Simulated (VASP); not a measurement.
# InAgTe2 (I-42d) in VASP: electric field gradients with PBE

Aim: the electric field gradients of InAgTe2 with PBE.

All numbers are computed with VASP 6.6.1; they aren't measurements. Logs are shortened: lines on timing, memory, paths and dates and some standing lists are left out, and cuts for length are marked.

### Step 1. The cell of the first run

Symmetry: I-42d, No. 122, tetragonal system. The conventional cell has a = 6.570 Å, b = 6.570 Å, c = 12.998 Å, α = 90.00°, β = 90.00°, γ = 90.00°. Within 3.8 Å of In (site symmetry -4) lie 4 Te at 2.86 Å. Ag (site symmetry -4) has 4 Te at 2.81 Å within 3.7 Å. Te (site symmetry 2) has 2 Ag at 2.81 Å and 2 In at 2.86 Å within 3.7 Å.

### Step 2. Electric field gradients, PBE

Input file INCAR:

```
SYSTEM = InAgTe2
ALGO = Normal
EDIFF = 1E-8
ENCUT = 400
GGA = PE
GGA_COMPAT = .False.
ISIF = 2
ISMEAR = 0
LASPH = .True.
LCHARG = .False.
LEFG = .True.
LREAL = .False.
LWAVE = .False.
NBANDS = 46
NELM = 120
PREC = Accurate
SIGMA = 0.05
```

Input file KPOINTS:

```
k-points
0
Gamma
  6 6 6
  0 0 0
```

Input file POSCAR:

```
InAgTe2
1.0
   -3.2849047250      3.2849047250      6.4991459881
    3.2849047250     -3.2849047250      6.4991459881
    3.2849047250      3.2849047250     -6.4991459881
In Ag Te
2 2 4
Direct
    0.5000000000      0.5000000000      0.0000000000
    0.2500000000      0.7500000000      0.5000000000
    0.0000000000      0.0000000000      0.0000000000
    0.7500000000      0.2500000000      0.5000000000
    0.3750000000      0.3694843517      0.4944843517
    0.6305156483      0.1250000000      1.0055156483
    0.8750000000      0.8805156483      0.5055156483
    0.1194843517      0.6250000000     -0.0055156483
```

Potentials or basis: VASP PAW PBE potentials, release 64 (In_d, Ag, Te).

Run with:

```
cat potpaw_PBE.64/In_d/POTCAR potpaw_PBE.64/Ag/POTCAR potpaw_PBE.64/Te/POTCAR > POTCAR
mpirun -np 1 vasp_std > vasp.out
```

OUTCAR:

```text
SYSTEM = InAgTe2
   EDIFF = 1E-8
   ENCUT = 400
   GGA = PE
   ISIF = 2
   ISMEAR = 0
   LASPH = .True.
   LREAL = .False.
   NELM = 120
   PREC = Accurate

 ion  position               nearest neighbor table
   1  0.500  0.500  0.000-   7 2.86   6 2.86   8 2.86   5 2.86
   2  0.250  0.750  0.500-   6 2.86   5 2.86   7 2.86   8 2.86
   3  0.000  0.000  0.000-   6 2.81   7 2.81   8 2.81   5 2.81
   4  0.750  0.250  0.500-   5 2.81   6 2.81   7 2.81   8 2.81
   5  0.375  0.369  0.494-   4 2.81   3 2.81   1 2.86   2 2.86
   6  0.631  0.125  0.006-   3 2.81   4 2.81   1 2.86   2 2.86
   7  0.875  0.881  0.506-   3 2.81   4 2.81   2 2.86   1 2.86
   8  0.119  0.625  0.994-   3 2.81   4 2.81   2 2.86   1 2.86

  LATTYP: Found a body centered tetragonal cell.
 ALAT       =     6.5698094500
 C/A-ratio  =     1.9784884288

  Lattice vectors:

 A1 = (  -3.2849047250,   3.2849047250,   6.4991459881)
 A2 = (   3.2849047250,  -3.2849047250,   6.4991459881)
 A3 = (   3.2849047250,   3.2849047250,  -6.4991459881)

Analysis of symmetry for initial positions (statically):
=====================================================================
 Subroutine PRICEL returns:
 Original cell was already a primitive cell.

 Routine SETGRP: Setting up the symmetry group for a
 body centered tetragonal supercell.

 Subroutine GETGRP returns: Found  8 space group operations
 (whereof  4 operations were pure point group operations)
 out of a pool of 16 trial point group operations.

The static configuration has the point symmetry S_4 .
 The point group associated with its full space group is D_2d.

Analysis of symmetry for dynamics (positions and initial velocities):
=====================================================================
 Subroutine PRICEL returns:
 Original cell was already a primitive cell.

 Routine SETGRP: Setting up the symmetry group for a
 body centered tetragonal supercell.

 Subroutine GETGRP returns: Found  8 space group operations
 (whereof  4 operations were pure point group operations)
 out of a pool of 16 trial point group operations.

The dynamic configuration has the point symmetry S_4 .
 The point group associated with its full space group is D_2d.

 Subroutine INISYM returns: Found  8 space group operations
 (whereof  4 operations are pure point group operations),
 and found     1 'primitive' translations

----------------------------------------------------------------------------------------

                                     Primitive cell

  volume of cell :     280.5187

  direct lattice vectors                    reciprocal lattice vectors
    -3.284904725  3.284904725  6.499145988     0.000000000  0.152211416  0.076933185
     3.284904725 -3.284904725  6.499145988     0.152211416  0.000000000  0.076933185
     3.284904725  3.284904725 -6.499145988     0.152211416  0.152211416  0.000000000

  length of vectors
     7.988748130  7.988748130  7.988748130     0.170549202  0.170549202  0.215259449

  position of ions in fractional coordinates (direct lattice)
     0.500000000  0.500000000  0.000000000
     0.250000000  0.750000000  0.500000000
     0.000000000  0.000000000  0.000000000
     0.750000000  0.250000000  0.500000000
     0.375000000  0.369484352  0.494484352
     0.630515648  0.125000000  0.005515648
     0.875000000  0.880515648  0.505515648
     0.119484352  0.625000000  0.994484352

  ion indices of the primitive-cell ions
   primitive index   ion index
                 1           1
                 2           2
                 3           3
                 4           4
                 5           5
                 6           6
                 7           7
                 8           8

----------------------------------------------------------------------------------------

 KPOINTS: k-points

Automatic generation of k-mesh.
 Grid dimensions read from file:
 generate k-points for:    6    6    6

 Generating k-lattice:

  Cartesian coordinates                     Fractional coordinates (reciprocal lattice)
     0.000000000  0.025368569  0.012822197     0.166666667  0.000000000 -0.000000000
     0.025368569  0.000000000  0.012822197     0.000000000  0.166666667 -0.000000000
     0.025368569  0.025368569  0.000000000     0.000000000  0.000000000  0.166666667

  Length of vectors
     0.028424867  0.028424867  0.035876575

  Shift w.r.t. Gamma in fractional coordinates (k-lattice)
     0.000000000  0.000000000  0.000000000

 Subroutine IBZKPT returns following result:
 ===========================================

 Found     30 irreducible k-points:

 Following reciprocal coordinates:
            Coordinates               Weight
  0.000000  0.000000  0.000000      1.000000
  0.166667 -0.000000  0.000000      8.000000
  0.333333  0.000000  0.000000      8.000000
  0.500000 -0.000000  0.000000      4.000000
  0.166667  0.166667  0.000000      8.000000
  0.333333  0.166667  0.000000     16.000000
[... 16 lines left out ...]
 -0.333333 -0.333333  0.166667      8.000000
 -0.166667 -0.333333  0.166667      8.000000
 [... further k-points ...]
   k-points           NKPTS =     30   k-points in BZ     NKDIM =     30   number of bands    NBANDS=     46
   number of dos      NEDOS =    301   number of ions     NIONS =      8
   total plane-waves  NPLWV = 157464
   dimension x,y,z NGX =    54 NGY =   54 NGZ =   54
   dimension x,y,z NGXF=   108 NGYF=  108 NGZF=  108
   ions per type =               2   2   4
   NGX,Y,Z   is equivalent  to a cutoff of  11.24, 11.24, 11.24 a.u.
   NGXF,Y,Z  is equivalent  to a cutoff of  22.47, 22.47, 22.47 a.u.
 SYSTEM =  InAgTe2
   PREC   = accura    normal or accurate (medium, high low for compatibility)
   ISTART =      0    job   : 0-new  1-cont  2-samecut
   ICHARG =      2    charge: 1-file 2-atom 10-const
   ISPIN  =      1    spin polarized calculation?
   LNONCOLLINEAR =      F non collinear calculations
   LSORBIT =      F    spin-orbit coupling
   LASPH  =      T    aspherical Exc in radial PAW
   ENCUT  =  400.0 eV  29.40 Ry    5.42 a.u.  13.03 13.03 13.03*2*pi/ulx,y,z
   NELM   =    120;   NELMIN=  2; NELMDL= -5     # of ELM steps
   EDIFF  = 0.1E-07   stopping-criterion for ELM
   LREAL  =      F    real-space projection
   EDIFFG = 0.1E-06   stopping-criterion for IOM
   NSW    =      0    number of steps for IOM
   IBRION =     -1    ionic relax: 0-MD 1-quasi-New 2-CG
   NFREE  =      0    steps in history (QN), initial steepest desc. (CG)
   ISIF   =      2    stress and relaxation
   ISYM   =      2    0-nonsym 1-usesym 2-fastsym
   POTIM  = 0.5000    time-step for ionic-motion
   TEBEG  =    0.0;   TEEND  =   0.0 temperature during run
   PSTRESS=    0.0 pullay stress
   NELECT =      72.0000    total number of electrons
   NUPDOWN=      -1.0000    fix difference up-down
   EMIN   =  10.00;   EMAX   =-10.00  energy-range for DOS
   EFERMI =   0.00;   METHOD = LEGACY
   ISMEAR =     0;   SIGMA  =   0.05  broadening in eV -4-tet -1-fermi 0-gaus
   EFERMI_NEDOS =   21; number of points for ismear=-14 and -15
   IALGO  =     38    algorithm
   IMIX   =      4    mixing-type and parameters
     AMIX     =   0.40;   BMIX     =  1.00
     AMIX_MAG =   1.60;   BMIX_MAG =  1.00
  volume/ion in A,a.u.               =      35.06       236.63
  Fermi-wavevector in a.u.,A,eV,Ry     =   1.040395  1.966062 14.727251  1.082422
  Thomas-Fermi vector in A             =   2.174969
   LORBIT       =      0    0 simple, 1 ext, 2 COOP (PROOUT), +10 PAW based schemes
   GGA     = PE    functional components
   LHFCALC =     F    Hartree Fock is set to
   AEXX    =    0.0000 exact exchange contribution
   IVDW    =     0    specifies the selected vdW correction
   LEPSILON=     F    determine dielectric tensor
   LRPA    =     F    only Hartree local field effects (RPA)
 non-spin polarized calculation
 Gauss-broadening in eV      SIGMA  =   0.05
  energy-cutoff  :      400.00
  volume of cell :      280.52
 maximum number of plane-waves:      5118
 NGX is ok and might be reduce to    54
   NGX = 27   NGY = 27   NGZ = 27

 number of electron      71.9999975 magnetization

 Free energy of the ion-electron system (eV)
  ---------------------------------------------------
  ext. energy  EPLUGINS =         0.00000000
  ---------------------------------------------------
  free energy    TOTEN  =       -25.46194525 eV

  energy without entropy =      -25.46174218  energy(sigma->0) =      -25.46184371

 E-fermi :   4.0126     XC(G=0):  -8.4770

 val. band max:        3.9863455695   @ k =   0.0000   0.0000   0.0000
 cond. band min:       4.0383636368   @ k =   0.0000   0.0000   0.0000
 fundamental gap:      0.0520180673
 Fermi energy:         4.0125587744

 k-point     1 :       0.0000    0.0000    0.0000
  band No.  band energies     occupation
      1     -10.7080      2.00000
      2     -10.7036      2.00000
      3     -10.7036      2.00000
      4     -10.6516      2.00000
      5     -10.6385      2.00000
      6     -10.6385      2.00000
[... 38 lines left out ...]
     45       8.3737      0.00000
     46       8.3737      0.00000
[... 1086 lines left out ...]
      6     -10.6359      2.00000
[... 38 lines left out ...]
     45       8.4185      0.00000
     46       8.6692      0.00000

 [... further k-points ...]

------------------------ aborting loop because EDIFF is reached ----------------------------------------

  FORCE on cell =-STRESS in cart. coord.  units (eV):
  Direction    XX          YY          ZZ          XY          YZ          ZX
  --------------------------------------------------------------------------------------
  -------------------------------------------------------------------------------------
  Total       -0.1775150     -0.1775150     -0.1747813      0.0000000      0.0000000      0.0000000
  in kB       -1.0138738     -1.0138738     -0.9982599      0.0000000      0.0000000      0.0000000
  external PRESSURE =      -1.0086692 kB  Pullay stress =       0.0000000 kB

 VOLUME and BASIS-vectors are now :
 -----------------------------------------------------------------------------
  energy-cutoff  :      400.00
  volume of cell :      280.52
      direct lattice vectors                 reciprocal lattice vectors
    -3.284904725  3.284904725  6.499145988     0.000000000  0.152211416  0.076933185
     3.284904725 -3.284904725  6.499145988     0.152211416  0.000000000  0.076933185
     3.284904725  3.284904725 -6.499145988     0.152211416  0.152211416  0.000000000

 POSITION                                       TOTAL-FORCE (eV/Angst)
 -----------------------------------------------------------------------------------
      0.00000      0.00000      6.49915        -0.000000      0.000000      0.000000
      3.28490      0.00000      3.24957        -0.000000      0.000000     -0.000000
      0.00000      0.00000      0.00000        -0.000000      0.000000     -0.000000
      0.00000      3.28490      3.24957        -0.000000      0.000000      0.000000
      1.60622      1.64245      1.62479        -0.007554      0.000000      0.000000
     -1.64245      1.67869      4.87436        -0.000000      0.007554      0.000000
      1.67869      1.64245      8.12393         0.007554      0.000000      0.000000
      4.92736      1.60622     -1.62479        -0.000000     -0.007554      0.000000
 -----------------------------------------------------------------------------------
    total drift:                               -0.000004     -0.000004     -0.000005

  FREE ENERGIE OF THE ION-ELECTRON SYSTEM (eV)
  ---------------------------------------------------
  free  energy   TOTEN  =       -25.4619452463 eV

  energy  without entropy=      -25.4617421804  energy(sigma->0) =      -25.46184371

 Electric field gradients (V/A^2)
---------------------------------------------------------------------
 ion       V_xx      V_yy      V_zz      V_xy      V_xz      V_yz
---------------------------------------------------------------------
   1       0.271     0.271    -0.543    -0.004    -0.003    -0.003
   2       0.271     0.271    -0.543    -0.004    -0.003    -0.003
   3      -3.528    -3.528     7.056     0.002     0.001     0.001
   4      -3.528    -3.528     7.056     0.002     0.001     0.001
   5      40.671   -26.687   -13.983    -0.000    -0.000  -229.187
   6     -26.687    40.671   -13.983    -0.000   229.187    -0.000
   7      40.671   -26.687   -13.983    -0.000    -0.000   229.187
   8     -26.687    40.671   -13.983    -0.000  -229.187    -0.000
---------------------------------------------------------------------

 Electric field gradients after diagonalization (V/A^2)
 (convention: |V_zz| > |V_xx| > |V_yy|)
----------------------------------------------------------------------
 ion       V_xx      V_yy      V_zz     asymmetry (V_yy - V_xx)/ V_zz
----------------------------------------------------------------------
   1       0.275     0.267    -0.543       0.014
   2       0.275     0.267    -0.543       0.014
   3      -3.530    -3.526     7.056       0.001
   4      -3.530    -3.526     7.056       0.001
   5     208.940    40.671  -249.610       0.674
   6     208.939    40.671  -249.610       0.674
   7     208.939    40.671  -249.610       0.674
   8     208.940    40.671  -249.610       0.674
----------------------------------------------------------------------

           NMR quadrupolar parameters

 Cq : quadrupolar parameter    Cq=e*Q*V_zz/h
 eta: asymmetry parameters     (V_yy - V_xx)/ V_zz
 Q  : nuclear electric quadrupole moment in mb (millibarn)
----------------------------------------------------------------------
 ion       Cq(MHz)       eta       Q (mb)
----------------------------------------------------------------------
   1      -0.001       0.014       1.000
   2      -0.001       0.014       1.000
   3       0.017       0.001       1.000
   4       0.017       0.001       1.000
   5      -0.604       0.674       1.000
   6      -0.604       0.674       1.000
   7      -0.604       0.674       1.000
   8      -0.604       0.674       1.000
----------------------------------------------------------------------
```

It took 7.6 min on 1 thread of Intel Xeon Platinum 8259CL at 2.50GHz (Skylake/Cascade Lake), shared host; peak memory 0.55 GiB.

What came out:

* Free energy: -25.4619 eV
* Pressure: -0.1 GPa
* Largest force: 0.008 eV/Å
* Band gap on the k mesh: 0.05 eV
* Largest electric field gradient by atom: In -0.5; Ag +7.1; Te -249.6 V/Å²

Forces in eV/Å, atoms in the order of the input:
```
In   0.000  0.000  0.000
In   0.000  0.000  0.000
Ag   0.000  0.000  0.000
Ag   0.000  0.000  0.000
Te  -0.008  0.000  0.000
Te   0.000  0.008  0.000
Te   0.008  0.000  0.000
Te   0.000 -0.008  0.000
```

Levels at points of the mesh, in eV from the valence-band top:
```
           k point  band 34  band 35  band 36  band 37  band 38  band 39
(0.00, 0.00, 0.00)    -0.08    -0.08     0.00     0.05     1.88     2.17
(0.50, 0.00, 0.00)    -1.18    -1.13    -0.56     1.67     2.02     2.95
(0.50, 0.50, 0.00)    -0.86    -0.49    -0.49     0.90     0.90     2.86
(0.50, 0.50, 0.50)    -1.21    -0.89    -0.89     1.51     1.51     2.16
```

Electric field gradients, principal values (V/Å²):
| atom | least | middle | greatest (by size) |
| --- | --- | --- | --- |
| 1 In | 0.267 | 0.275 | -0.543 |
| 2 In | 0.267 | 0.275 | -0.543 |
| 3 Ag | -3.526 | -3.530 | 7.056 |
| 4 Ag | -3.526 | -3.530 | 7.056 |
| 5 Te | 40.671 | 208.940 | -249.610 |
| 6 Te | 40.671 | 208.939 | -249.610 |
| 7 Te | 40.671 | 208.939 | -249.610 |
| 8 Te | 40.671 | 208.940 | -249.610 |

Caveat: without QUAD_EFG the Cq values of the log hold for a quadrupole moment of 1 mb, not for the nuclei; spin-orbit coupling is left out, which moves the levels of the heavy elements.
